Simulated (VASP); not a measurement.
Runs of VASP 6.6.1 on GaSb3. The structure is that of space group P3m1 (No. 156), or close to it. The cells are those of the table. 

```tsv
task	cell	k mesh	cutoff (eV)	smearing	gap on the mesh (eV)	pressure (GPa)	largest force (eV/Å)
relaxation of cell and atoms	relaxed from a = 4.220, b = 4.220, c = 14.400 Å, angles 90.0, 90.0, 120.0°, 8 atoms	4 × 4 × 2	600	gaussian 0.2 eV	0.38	0.1	0.07
single point	a = 4.397, b = 4.397, c = 14.816 Å, angles 90.0, 90.0, 120.0°, 8 atoms	6 × 6 × 2	520	gaussian 0.2 eV	none	0.0	0.08
single point	a = 4.281, b = 4.281, c = 14.224 Å, angles 90.0, 90.0, 120.0°, 8 atoms	12 × 12 × 2	520	gaussian 0.1 eV	-	4.9	0.04
single point	a = 4.436, b = 4.436, c = 14.546 Å, angles 90.0, 90.0, 120.0°, 8 atoms	4 × 4 × 2	520	gaussian 0.2 eV	(a)	(b)	0.07
```

Alike in all rows: level PBE; potentials or basis VASP PAW PBE potentials, release 64 (Ga_d, Sb); no spin polarisation.

Fill in the values left out.

(a) 0.41; (b) -0.1.

Caveats: some runs use coarse meshes; spin-orbit coupling is left out, which moves the levels of the heavy elements; the relaxation stopped at a loose force limit of 0.08 eV/Å, so its end isn't a converged minimum (some runs).

A k mesh can miss the band edges, and the runs leave out spin-orbit coupling on Ga, Sb.

A gap of «none» marks levels without a gap at the run's occupations.
